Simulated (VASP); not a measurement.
A run of VASP 6.6.1 is set up as follows.

INCAR

```
PREC = Accurate
ENCUT = 520
EDIFF = 1E-7
ISMEAR = 0
SIGMA = 0.05
LREAL = F
LASPH = T
NELM = 150
ALGO = Normal
ISIF = 2
LWAVE = F
LCHARG = T
ISPIN = 2
MAGMOM = 3 0
LORBIT = 11
LMAXMIX = 4
GGA = PE
LELF = T
LVHAR = T
NBANDS = 18
```

KPOINTS

```
regular mesh
0
Gamma
  11 11 11
```

The input POSCAR:

```
FeO
1.0
    1.5188209023      0.8768916568      2.5195772846
   -1.5188209023      0.8768916568      2.5195772846
    0.0000000000     -1.7537833136      2.5195772846
Fe O
1 1
Direct
    0.0000000000      0.0000000000      0.0000000000
    0.5000000000      0.5000000000      0.5000000000
```

Potentials or basis: VASP PAW PBE potentials, release 64 (Fe, O).

Command:

```sh
$ cat potpaw_PBE.64/Fe/POTCAR potpaw_PBE.64/O/POTCAR > POTCAR
$ mpirun -np 1 vasp_std > vasp.out
```

**Question.** Estimate the pressure.

**Answer.** -1.1 GPa.

**Question.** Estimate the site moments.

**Answer.** Fe +3.62; O +0.30 μB.

**Question.** Predict the band gap on the k mesh.

**Answer.** Zero (filled and empty bands overlap).

**Question.** Estimate the net moment.

**Answer.** 4.00 μB per cell.

Stress tensor (GPa, compression positive):
```
-0.86  0.00  0.00
 0.00 -0.86  0.00
 0.00  0.00 -1.73
```

Caveat: a cell with one magnetic atom can't hold antiferromagnetic order, which such compounds often take; semilocal functionals often make such compounds metallic where correlation or magnetic order opens a gap, which also shifts bond lengths. With open d or f shells a metallic result of PBE can be an artefact of self-interaction; +U or a hybrid may open a gap.
